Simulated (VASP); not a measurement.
Crystal: Nb.

```
CELL_PARAMETERS angstrom
-1.65000 1.65000 1.65000
1.65000 -1.65000 1.65000
1.65000 1.65000 -1.65000
ATOMIC_POSITIONS crystal
Nb 0.00000 0.00000 0.00000
```

| Quantity | Value |
| --- | --- |
| Program | VASP 6.6.1 |
| Task | relaxation of cell and atoms |
| Functional | PBEsol |
| Potentials or basis | VASP PAW PBE potentials, release 64 (Nb_sv) |
| Cutoff | 600 eV |
| k mesh | 23 × 23 × 23 |
| Occupations | methfessel-paxton, width 0.1 eV |
| Spin | no spin polarisation |

At the start: pressure -5.0 GPa; volume 17.97 Å³/atom.

Task: Where does the relaxation end?

Result: Over 4 steps the energy falls by 8.0 meV/atom and the volume is 17.46 Å³/atom (-2.8 %); space group Im-3m (No. 229, to 0.1 Å) before and after.

The path:
```
step  energy change (eV)  largest force (eV/Å)  pressure (GPa)  volume (Å³)
   1              0.0000                0.0000           -4.97        17.97
   2              0.0218                0.0000           10.92        16.56
   3             -0.0080                0.0000           -0.13        17.48
   4             -0.0080                0.0000            0.01        17.46
```

Final structure:
```cif
data_structure
_symmetry_space_group_name_H-M 'P 1'
_symmetry_Int_Tables_number 1
_cell_length_a 2.8309
_cell_length_b 2.8309
_cell_length_c 2.8309
_cell_angle_alpha 109.471
_cell_angle_beta 109.471
_cell_angle_gamma 109.471
_cell_volume 17.46
loop_
_atom_site_label
_atom_site_type_symbol
_atom_site_fract_x
_atom_site_fract_y
_atom_site_fract_z
_atom_site_occupancy
Nb1 Nb 0.00000 0.00000 0.00000 1
```

Caveat: the PAW data sets were made with another functional, which shifts forces and pressure a little.
